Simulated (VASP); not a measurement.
# Ta2TiSi3 (P6/mmm) in VASP: a series of runs

Ta2TiSi3 is run at these levels: PBE; tasks: single point, relaxation of cell and atoms.

Everything below comes from runs of VASP 6.6.1. Logs are shortened: lines on timing, memory, paths and dates and some standing lists are left out, and cuts for length are marked.

### 1 The cell of the first run

It takes space group P6/mmm (No. 191, hexagonal). The conventional cell has a = 5.681 Å, b = 5.681 Å, c = 3.292 Å, α = 90.00°, β = 90.00°, γ = 120.00°. Within 4.3 Å of Ti (site symmetry 6/mmm) lie 6 Ta at 3.28 Å and 12 Si at 3.28 Å and 2 Ti at 3.29 Å. Ta (site symmetry -6m2) has 6 Si at 2.32 Å within 3.1 Å. Within 3.1 Å of Si (site symmetry mmm) lie 4 Ta at 2.32 Å and 4 Si at 2.84 Å.

The cell was built from a structure type or drawn by symmetry, and may not be a known phase.

### 2 Single point, PBE

INCAR reads:

```
PREC = Accurate
ENCUT = 520
EDIFF = 1E-7
ISMEAR = 0
SIGMA = 0.1
LREAL = F
LASPH = T
NELM = 60
ALGO = Normal
ISIF = 2
LWAVE = F
LCHARG = F
GGA = PE
NBANDS = 32
```

KPOINTS reads:

```
Automatic mesh
0
Gamma
  6 6 6
```

POSCAR reads:

```
Ta2TiSi3
1.0
    5.6811845200      0.0000000000      0.0000000000
   -2.8405922600      4.9200501200      0.0000000000
    0.0000000000      0.0000000000      3.2918040600
Ti Ta Si
1 2 3
Direct
    0.0000000000      0.0000000000      0.0000000000
    0.6666666700      0.3333333300      0.0000000000
    0.3333333300      0.6666666700      0.0000000000
    0.5000000000      0.0000000000      0.5000000000
    0.0000000000      0.5000000000      0.5000000000
    0.5000000000      0.5000000000      0.5000000000
```

Potentials or basis: VASP PAW PBE potentials, release 64 (Ti_sv, Ta_pv, Si).

Run with:

```console
$ cat potpaw_PBE.64/Ti_sv/POTCAR potpaw_PBE.64/Ta_pv/POTCAR potpaw_PBE.64/Si/POTCAR > POTCAR
$ mpirun -np 1 vasp_std > vasp.out
```

OUTCAR:

```text
PREC = Accurate
   ENCUT = 520
   EDIFF = 1E-7
   ISMEAR = 0
   LREAL = F
   LASPH = T
   NELM = 60
   ISIF = 2
   GGA = PE

 ion  position               nearest neighbor table
   1  0.000  0.000  0.000-
   2  0.667  0.333  0.000-   5 2.32   5 2.32   4 2.32   4 2.32   6 2.32   6 2.32   3 3.28   3 3.28
                             3 3.28
   3  0.333  0.667  0.000-   5 2.32   5 2.32   4 2.32   4 2.32   6 2.32   6 2.32   2 3.28   2 3.28
                             2 3.28
   4  0.500  0.000  0.500-   2 2.32   3 2.32   2 2.32   3 2.32   5 2.84   6 2.84   6 2.84   5 2.84

   5  0.000  0.500  0.500-   2 2.32   3 2.32   2 2.32   3 2.32   6 2.84   6 2.84   4 2.84   4 2.84

   6  0.500  0.500  0.500-   2 2.32   3 2.32   2 2.32   3 2.32   5 2.84   5 2.84   4 2.84   4 2.84

  LATTYP: Found a hexagonal cell.
 ALAT       =     5.6811845200
 C/A-ratio  =     0.5794221343

  Lattice vectors:

 A1 = (   5.6811845200,   0.0000000000,   0.0000000000)
 A2 = (  -2.8405922600,   4.9200501200,   0.0000000000)
 A3 = (   0.0000000000,   0.0000000000,   3.2918040600)

Analysis of symmetry for initial positions (statically):
=====================================================================
 Subroutine PRICEL returns:
 Original cell was already a primitive cell.

 Routine SETGRP: Setting up the symmetry group for a
 hexagonal supercell.

 Subroutine GETGRP returns: Found 24 space group operations
 (whereof 24 operations were pure point group operations)
 out of a pool of 24 trial point group operations.

The static configuration has the point symmetry D_6h.

Analysis of symmetry for dynamics (positions and initial velocities):
=====================================================================
 Subroutine PRICEL returns:
 Original cell was already a primitive cell.

 Routine SETGRP: Setting up the symmetry group for a
 hexagonal supercell.

 Subroutine GETGRP returns: Found 24 space group operations
 (whereof 24 operations were pure point group operations)
 out of a pool of 24 trial point group operations.

The dynamic configuration has the point symmetry D_6h.

 Subroutine INISYM returns: Found 24 space group operations
 (whereof 24 operations are pure point group operations),
 and found     1 'primitive' translations

----------------------------------------------------------------------------------------

                                     Primitive cell

  volume of cell :      92.0116

  direct lattice vectors                    reciprocal lattice vectors
     5.681184520  0.000000000  0.000000000     0.176019630  0.101624981  0.000000000
    -2.840592260  4.920050120  0.000000000     0.000000000  0.203249962  0.000000000
     0.000000000  0.000000000  3.291804060     0.000000000  0.000000000  0.303784788

  length of vectors
     5.681184520  5.681184522  3.291804060     0.203249962  0.203249962  0.303784788

  position of ions in fractional coordinates (direct lattice)
     0.000000000  0.000000000  0.000000000
     0.666666670  0.333333330  0.000000000
     0.333333330  0.666666670  0.000000000
     0.500000000  0.000000000  0.500000000
     1.000000000  0.500000000  0.500000000
     0.500000000  0.500000000  0.500000000

  ion indices of the primitive-cell ions
   primitive index   ion index
                 1           1
                 2           2
                 3           3
                 4           4
                 5           5
                 6           6

----------------------------------------------------------------------------------------

 KPOINTS: Automatic mesh

Automatic generation of k-mesh.
 Grid dimensions read from file:
 generate k-points for:    6    6    6

 Generating k-lattice:

  Cartesian coordinates                     Fractional coordinates (reciprocal lattice)
     0.029336605  0.016937497  0.000000000     0.166666667 -0.000000000  0.000000000
     0.000000000  0.033874994  0.000000000     0.000000000  0.166666667  0.000000000
     0.000000000  0.000000000  0.050630798     0.000000000  0.000000000  0.166666667

  Length of vectors
[... 55 lines left out ...]
[... 24 lines left out ...]
     31      10.5775      0.00000
     32      10.8084      0.00000

 k-point     2 :       0.1667   -0.0000    0.0000
  band No.  band energies     occupation
      1     -48.7680      2.00000
      2     -25.3899      2.00000
      3     -25.3752      2.00000
      4     -25.3516      2.00000
      5     -25.3179      2.00000
      6     -25.1998      2.00000
[... 24 lines left out ...]
     31      11.2134      0.00000
     32      11.5293      0.00000

 k-point     3 :       0.3333    0.0000    0.0000
  band No.  band energies     occupation
      1     -48.7680      2.00000
      2     -25.4067      2.00000
      3     -25.3513      2.00000
      4     -25.3457      2.00000
      5     -25.3237      2.00000
      6     -25.2093      2.00000
[... 24 lines left out ...]
     31      11.7441      0.00000
     32      12.4230      0.00000

 k-point     4 :       0.5000   -0.0000    0.0000
  band No.  band energies     occupation
      1     -48.7680      2.00000
      2     -25.4141      2.00000
      3     -25.3409      2.00000
      4     -25.3283      2.00000
      5     -25.3245      2.00000
      6     -25.2365      2.00000
[... 24 lines left out ...]
     31      11.2426      0.00000
     32      13.2962      0.00000

 k-point     5 :       0.1667    0.1667    0.0000
  band No.  band energies     occupation
      1     -48.7680      2.00000
      2     -25.3986      2.00000
      3     -25.3638      2.00000
      4     -25.3474      2.00000
      5     -25.3220      2.00000
      6     -25.2047      2.00000
[... 584 lines left out ...]
     31      11.0453      0.00000
     32      12.9381      0.00000

 k-point    22 :       0.0000    0.0000    0.5000
  band No.  band energies     occupation
      1     -48.7598      2.00000
      2     -25.7031      2.00000
      3     -25.6203      2.00000
      4     -25.3310      2.00000
      5     -25.3310      2.00000
      6     -25.1811      2.00000
[... 24 lines left out ...]
     31      12.2238      0.00000
     32      12.4464      0.00000

 k-point    23 :       0.1667   -0.0000    0.5000
  band No.  band energies     occupation
      1     -48.7598      2.00000
      2     -25.6981      2.00000
      3     -25.6251      2.00000
      4     -25.3410      2.00000
      5     -25.3275      2.00000
      6     -25.1713      2.00000
[... 24 lines left out ...]
     31      12.3711      0.00000
     32      12.5001      0.00000

 k-point    24 :       0.3333    0.0000    0.5000
  band No.  band energies     occupation
      1     -48.7598      2.00000
      2     -25.6853      2.00000
      3     -25.6377      2.00000
      4     -25.3578      2.00000
      5     -25.3065      2.00000
      6     -25.1768      2.00000
[... 24 lines left out ...]
     31      11.7707      0.00000
     32      11.9102      0.00000

 [... further k-points ...]
[... 5 lines left out ...]
  --------------------------------------------------------------------------------------
  -------------------------------------------------------------------------------------
  Total       13.2715294     13.2715295     39.4134208      0.0000000     -0.0000000      0.0000000
  in kB      231.0942602    231.0942604    686.2973378      0.0000000     -0.0000000      0.0000000
  external PRESSURE =     382.8286195 kB  Pullay stress =       0.0000000 kB

 VOLUME and BASIS-vectors are now :
 -----------------------------------------------------------------------------
  energy-cutoff  :      520.00
  volume of cell :       92.01
      direct lattice vectors                 reciprocal lattice vectors
     5.681184520  0.000000000  0.000000000     0.176019630  0.101624981  0.000000000
    -2.840592260  4.920050120  0.000000000     0.000000000  0.203249962  0.000000000
     0.000000000  0.000000000  3.291804060     0.000000000  0.000000000  0.303784788

 POSITION                                       TOTAL-FORCE (eV/Angst)
 -----------------------------------------------------------------------------------
      0.00000      0.00000      0.00000        -0.000000      0.000000      0.000000
      2.84059      1.64002      0.00000         0.000000     -0.000000      0.000000
     -0.00000      3.28003      0.00000        -0.000000      0.000000     -0.000000
      2.84059      0.00000      1.64590        -0.000000      0.000000      0.000000
     -1.42030      2.46003      1.64590        -0.000000      0.000000      0.000000
      1.42030      2.46003      1.64590        -0.000000      0.000000      0.000000
 -----------------------------------------------------------------------------------
    total drift:                                0.000000     -0.000000     -0.000000

  FREE ENERGIE OF THE ION-ELECTRON SYSTEM (eV)
  ---------------------------------------------------
  free  energy   TOTEN  =       -44.0355008152 eV

  energy  without entropy=      -44.0184246255  energy(sigma->0) =      -44.02696272
```

It took 39 s on 1 thread of Intel Xeon 6975P-C (Granite Rapids), shared host; peak memory 0.24 GiB.

Results:

```yaml
Free_energy: -44.0355 eV
Pressure: 38.3 GPa
Band_gap_on_the_k_mesh: zero (bands 23 and 24 overlap by 0.98 eV)
```

Stress tensor (GPa, compression positive):
```
23.11  0.00  0.00
 0.00 23.11  0.00
 0.00  0.00 68.63
```

Caveat: the cell stands under pressure; spin-orbit coupling is left out, which moves the levels of the heavy elements.

### 3 Single point, PBE

This run uses another cell than the first one, of 16.65 Å³/atom.

INCAR reads:

```
SYSTEM = Ta2TiSi3
PREC = Accurate
ENCUT = 520
EDIFF = 1E-6
ISMEAR = 0
SIGMA = 0.1
LREAL = .False.
LASPH = .True.
NELM = 100
ALGO = Normal
ISIF = 2
LWAVE = .False.
LCHARG = .True.
GGA = PE
LELF = .True.
LVHAR = .True.
NBANDS = 32
```

KPOINTS reads:

```
Automatic mesh
0
Gamma
  6 6 6
  0 0 0
```

POSCAR reads:

```
Ta2TiSi3
1.0
    5.1856422399      0.0000000000      0.0000000000
   -2.5928211200      4.4908979147      0.0000000000
    0.0000000000      0.0000000000      4.2894538288
Ti Ta Si
1 2 3
Direct
    0.0000000000      0.0000000000      0.0000000000
    0.6666666667      0.3333333333      0.0000000000
    0.3333333333      0.6666666667      0.0000000000
    0.5000000000      0.0000000000      0.5000000000
    0.0000000000      0.5000000000      0.5000000000
    0.5000000000      0.5000000000      0.5000000000
```

Potentials or basis: VASP PAW PBE potentials, release 64 (Ti_sv, Ta_pv, Si).

Run with:

```console
$ cat potpaw_PBE.64/Ti_sv/POTCAR potpaw_PBE.64/Ta_pv/POTCAR potpaw_PBE.64/Si/POTCAR > POTCAR
$ mpirun -np 1 vasp_std > vasp.out
```

Run time: 39 s. Hardware: 1 thread of Intel Xeon 6975P-C (Granite Rapids), shared host; peak memory 0.27 GiB.

The run converged. Its results:

- Free energy: -48.6719 eV
- Pressure: 0.1 GPa
- Band gap on the k mesh: zero (bands 23 and 24 overlap by 1.81 eV)

Stress tensor (GPa, compression positive):
```
0.06 0.00 0.00
0.00 0.06 0.00
0.00 0.00 0.14
```

Levels at points of the mesh, in eV from the Fermi level:
```tsv
k point	band 19	band 20	band 21	band 22	band 23	band 24	band 25	band 26	band 27	band 28
(0.00, 0.00, 0.00)	-3.31	-2.96	-0.96	-0.92	-0.92	0.31	0.31	0.85	0.85	1.27
(0.50, 0.00, 0.00)	-3.02	-2.32	-1.61	-0.87	0.74	0.79	0.99	1.12	1.17	1.60
(0.00, 0.00, 0.50)	-2.35	-1.89	-1.36	-1.36	-1.19	0.41	0.41	0.99	1.19	1.42
(0.50, 0.00, 0.50)	-1.90	-1.48	-0.87	-0.84	-0.80	-0.56	-0.08	-0.06	0.70	0.89
```

Caveat: spin-orbit coupling is left out, which moves the levels of the heavy elements.

### 4 Relaxation of cell and atoms, PBE

INCAR reads:

```
SYSTEM = Ta2TiSi3
PREC     = Accurate       ! precision mode
ENCUT    = 600            ! plane-wave cutoff, eV
EDIFF    = 1E-6           ! SCF threshold, eV
ISMEAR   = 0              ! smearing method
SIGMA    = 0.1            ! smearing width, eV
LREAL    = .FALSE.        ! projectors in reciprocal space
LASPH    = .TRUE.         ! aspherical terms in the spheres
NELM     = 80             ! most SCF steps
ALGO     = Normal         ! electronic algorithm
ISIF     = 3              ! what is computed and relaxed
LWAVE    = .FALSE.        ! write WAVECAR
LCHARG   = .FALSE.        ! write CHGCAR
GGA      = PE             ! functional
IBRION   = 2              ! ionic algorithm
NSW      = 90             ! ionic steps
EDIFFG   = -0.04          ! ionic threshold
```

KPOINTS reads:

```
Automatic mesh
0
G
  6 6 6
  0 0 0
```

POSCAR reads:

```
Ta2TiSi3
1.0
    5.6811845200      0.0000000000      0.0000000000
   -2.8405922600      4.9200501200      0.0000000000
    0.0000000000      0.0000000000      3.2918040600
Ti Ta Si
1 2 3
Direct
    0.0000000000      0.0000000000      0.0000000000
    0.6666666700      0.3333333300      0.0000000000
    0.3333333300      0.6666666700      0.0000000000
    0.5000000000      0.0000000000      0.5000000000
    0.0000000000      0.5000000000      0.5000000000
    0.5000000000      0.5000000000      0.5000000000
```

Run with:

```console
$ cat potpaw_PBE.64/Ti_sv/POTCAR potpaw_PBE.64/Ta_pv/POTCAR potpaw_PBE.64/Si/POTCAR > POTCAR
$ mpirun -np 1 vasp_std > vasp.out
```

Wall time 7.7 min (1 thread of Intel Xeon 6975P-C (Granite Rapids), shared host); peak memory 0.31 GiB.

It converged, with:

- Free energy: -48.6659 eV
- Relaxed volume: 16.63 Å³/atom
- Relaxed cell: a = 5.178 Å, b = 5.178 Å, c = 4.297 Å, α = 90.00°, β = 90.00°, γ = 120.00°
- Space group after relaxing (to 0.1 Å): P6/mmm (No. 191)
- Energy gained by relaxing: 771.6 meV/atom
- Ionic steps: 11
- Pressure after relaxing: 0.2 GPa
- Band gap on the k mesh: zero (bands 23 and 24 overlap by 1.82 eV)

Stress tensor (GPa, compression positive):
```
 0.37  0.00  0.00
 0.00  0.37  0.00
 0.00  0.00 -0.15
```

The path:
| step | energy change (eV) | largest force (eV/Å) | pressure (GPa) | volume (Å³) |
| --- | --- | --- | --- | --- |
| 1 | 0.0000 | 0.0000 | 38.31 | 92.01 |
| 2 | 0.7550 | 0.0000 | -23.60 | 148.45 |
| 3 | -2.6994 | 0.0000 | -5.68 | 114.31 |
| 4 | -2.7089 | 0.0000 | -4.52 | 113.27 |
| 5 | -3.4681 | 0.0000 | -4.19 | 108.96 |
| 6 | -4.1819 | 0.0000 | 10.29 | 93.55 |
| 7 | -4.4641 | 0.0000 | -1.30 | 102.19 |
| 8 | -4.6098 | 0.0000 | 3.06 | 97.98 |
| 9 | -4.6214 | 0.0000 | 2.05 | 98.74 |
| 10 | -4.5947 | 0.0000 | -3.38 | 101.93 |
| 11 | -4.6293 | 0.0000 | 0.19 | 99.76 |

Final structure:
```
Ti Ta Si
1.0
     5.17781    0.00000    0.00000
    -2.58891    4.48412    0.00000
     0.00000    0.00000    4.29676
Ti Ta Si
1 2 3
Direct
  0.00000 0.00000 0.00000
  0.66667 0.33333 0.00000
  0.33333 0.66667 0.00000
  0.50000 0.00000 0.50000
  0.00000 0.50000 0.50000
  0.50000 0.50000 0.50000
```

Levels at points of the mesh, in eV from the Fermi level:
| k point | band 21 | band 22 | band 23 | band 24 | band 25 | band 26 |
| --- | --- | --- | --- | --- | --- | --- |
| (0.00, 0.00, 0.00) | -0.96 | -0.93 | -0.93 | 0.32 | 0.32 | 0.84 |
| (0.50, 0.00, 0.00) | -1.60 | -0.88 | 0.74 | 0.80 | 0.99 | 1.13 |
| (0.00, 0.00, 0.50) | -1.36 | -1.36 | -1.20 | 0.41 | 0.41 | 0.98 |
| (0.50, 0.00, 0.50) | -0.88 | -0.86 | -0.81 | -0.56 | -0.07 | -0.05 |

Caveat: a cell axis changed by over 15 % at a fixed basis, so the end point is rough; spin-orbit coupling is left out, which moves the levels of the heavy elements.

### 5 Single point, PBE

This run uses another cell than the first one, of 16.63 Å³/atom.

INCAR reads:

```
ALGO     = Normal         # electronic algorithm
EDIFF    = 1E-6           # SCF threshold, eV
ENCUT    = 520            # plane-wave cutoff, eV
GGA      = PE             # functional
ISIF     = 2              # what is computed and relaxed
ISMEAR   = 0              # smearing method
LASPH    = True           # aspherical terms in the spheres
LCHARG   = False          # write CHGCAR
LREAL    = False          # projectors in reciprocal space
LWAVE    = False          # write WAVECAR
NBANDS   = 32             # bands
NELM     = 80             # most SCF steps
PREC     = Accurate       # precision mode
SIGMA    = 0.1            # smearing width, eV
```

KPOINTS reads:

```
k-points
0
Gamma
  12 12 10
```

POSCAR reads:

```
Ta2TiSi3
1.0
    5.1727212303      0.0000000000      0.0000000000
   -2.5863606152      4.4797079921      0.0000000000
    0.0000000000      0.0000000000      4.3048429324
Ti Ta Si
1 2 3
Direct
    0.0000000000      0.0000000000      0.0000000000
    0.6666666667      0.3333333333      0.0000000000
    0.3333333333      0.6666666667      0.0000000000
    0.5000000000      0.0000000000      0.5000000000
    0.0000000000      0.5000000000      0.5000000000
    0.5000000000      0.5000000000      0.5000000000
```

Run with:

```console
$ cat potpaw_PBE.64/Ti_sv/POTCAR potpaw_PBE.64/Ta_pv/POTCAR potpaw_PBE.64/Si/POTCAR > POTCAR
$ mpirun -np 1 vasp_std > vasp.out
```

It took 2.4 min on 1 thread of Intel Xeon 6975P-C (Granite Rapids), shared host; peak memory 0.46 GiB.

It converged, with:

* Free energy: -48.6962 eV
* Pressure: 0.1 GPa
* Band gap on the k mesh: zero (bands 23 and 24 overlap by 1.85 eV)

Stress tensor (GPa, compression positive):
```
0.04 0.00 0.00
0.00 0.04 0.00
0.00 0.00 0.14
```

Levels at points of the mesh, in eV from the Fermi level:
```tsv
k point	band 20	band 21	band 22	band 23	band 24	band 25	band 26	band 27
(0.00, 0.00, 0.00)	-2.95	-0.90	-0.87	-0.87	0.38	0.38	0.89	0.89
(0.50, 0.00, 0.00)	-2.24	-1.54	-0.84	0.81	0.87	1.05	1.22	1.24
(0.00, 0.00, 0.50)	-1.87	-1.30	-1.30	-1.12	0.47	0.47	1.04	1.23
(0.50, 0.00, 0.50)	-1.37	-0.81	-0.79	-0.76	-0.50	0.00	0.02	0.77
```

Caveat: spin-orbit coupling is left out, which moves the levels of the heavy elements.

### 6 Summary

| task | cell | k mesh | cutoff (eV) | gap on the mesh (eV) | pressure (GPa) |
| --- | --- | --- | --- | --- | --- |
| single point | a = 5.681, b = 5.681, c = 3.292 Å, angles 90.0, 90.0, 120.0°, 6 atoms | 6 × 6 × 6 | 520 | none | 38.3 |
| single point | a = 5.186, b = 5.186, c = 4.289 Å, angles 90.0, 90.0, 120.0°, 6 atoms | 6 × 6 × 6 | 520 | none | 0.1 |
| relaxation of cell and atoms | relaxed from a = 5.681, b = 5.681, c = 3.292 Å, angles 90.0, 90.0, 120.0°, 6 atoms | 6 × 6 × 6 | 600 | none | 0.2 |
| single point | a = 5.173, b = 5.173, c = 4.305 Å, angles 90.0, 90.0, 120.0°, 6 atoms | 12 × 12 × 10 | 520 | none | 0.1 |

Alike in all rows: level PBE; potentials or basis VASP PAW PBE potentials, release 64 (Ti_sv, Ta_pv, Si); no spin polarisation; smearing gaussian 0.1 eV.

Caveats: spin-orbit coupling is left out, which moves the levels of the heavy elements; the cell stands under pressure (at least some runs); a cell axis changed by over 15 % at a fixed basis, so the end point is rough (at least some runs).

Total energies depend on the potentials used, so only differences within one code and one set of settings carry meaning.
